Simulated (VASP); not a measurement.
Runs of VASP 6.6.1 on GaAs3. The structure is that of space group P3m1 (No. 156), or close to it. The cells are those of the table. 

| task | cell | k mesh | cutoff (eV) | smearing | gap on the mesh (eV) | pressure (GPa) | largest force (eV/Å) |
| --- | --- | --- | --- | --- | --- | --- | --- |
| relaxation of cell and atoms | relaxed from a = 3.900, b = 3.900, c = 13.060 Å, angles 90.0, 90.0, 120.0°, 8 atoms | 5 × 5 × 2 | 600 | gaussian 0.2 eV | 0.40 | 0.0 | 0.03 |
| single point | a = 3.968, b = 3.968, c = 13.411 Å, angles 90.0, 90.0, 120.0°, 8 atoms | 5 × 5 × 2 | 520 | gaussian 0.2 eV | (a) | 0.2 | 0.03 |
| single point | a = 3.968, b = 3.968, c = 13.455 Å, angles 90.0, 90.0, 120.0°, 8 atoms | 6 × 6 × 2 | 520 | gaussian 0.2 eV | 0.24 | 0.0 | 0.12 |
| single point | a = 3.968, b = 3.968, c = 13.455 Å, angles 90.0, 90.0, 120.0°, 8 atoms | 12 × 12 × 4 | 520 | gaussian 0.01 eV | (b) | 0.2 | 0.03 |

Alike in all rows: level PBE; potentials or basis VASP PAW PBE potentials, release 64 (Ga_d, As); no spin polarisation.

Question: Estimate the missing entries.

Answer: (a) 0.39; (b) 0.13.

Caveats: the relaxation stopped at a loose force limit of 0.08 eV/Å, so its end isn't a converged minimum (some runs).

A k mesh can miss the band edges, and the runs leave out spin-orbit coupling on As, Ga.
